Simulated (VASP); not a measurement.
Here is a VASP 6.6.1 calculation.

File POSCAR:

```
BaS
1.0
    0.0000000000      3.2117958731      3.2117958731
    3.2117958731      0.0000000000      3.2117958731
    3.2117958731      3.2117958731      0.0000000000
Ba S
1 1
Direct
    0.0000000000      0.0000000000      0.0000000000
    0.5000000000      0.5000000000      0.5000000000
```

The input INCAR.step1:

```
PREC = Accurate
ENCUT = 520
EDIFF = 1E-5
ISMEAR = 0
SIGMA = 0.01
LREAL = F
LASPH = T
NELM = 80
ALGO = Normal
ISIF = 2
LWAVE = T
LCHARG = F
NBANDS = 15
GGA = PE
```

INCAR.step2

```
PREC = Accurate
ENCUT = 520
EDIFF = 1E-6
ISMEAR = 0
SIGMA = 0.01
LREAL = F
LASPH = T
NELM = 80
ALGO = Normal
ISIF = 2
LWAVE = F
LCHARG = F
GGA = PE
LHFCALC = T
HFSCREEN = 0.2079
PRECFOCK = Normal
NBANDS = 15
ISTART = 1
```

Contents of KPOINTS:

```
regular mesh
0
Gamma
  4 4 4
```

Potentials or basis: VASP PAW PBE potentials, release 64 (Ba_sv, S).

The run is started by

```console
$ cat potpaw_PBE.64/Ba_sv/POTCAR potpaw_PBE.64/S/POTCAR > POTCAR
$ cp INCAR.step1 INCAR
$ mpirun -np 1 vasp_std > vasp.out
$ cp INCAR.step2 INCAR
$ mpirun -np 1 vasp_std > vasp.out
```

Problem. What does it give for the band gap on the k mesh?

Solution. 3.05 eV, indirect (least direct gap 3.21 eV).

Problem. Predict the pressure.

Solution. 0.2 GPa.

Caveat: the k points lie up to 0.42 Å⁻¹ apart; the PAW data sets were made with another functional, which shifts forces and pressure a little; spin-orbit coupling is left out, which moves the levels of the heavy elements. A k mesh can miss the band edges.
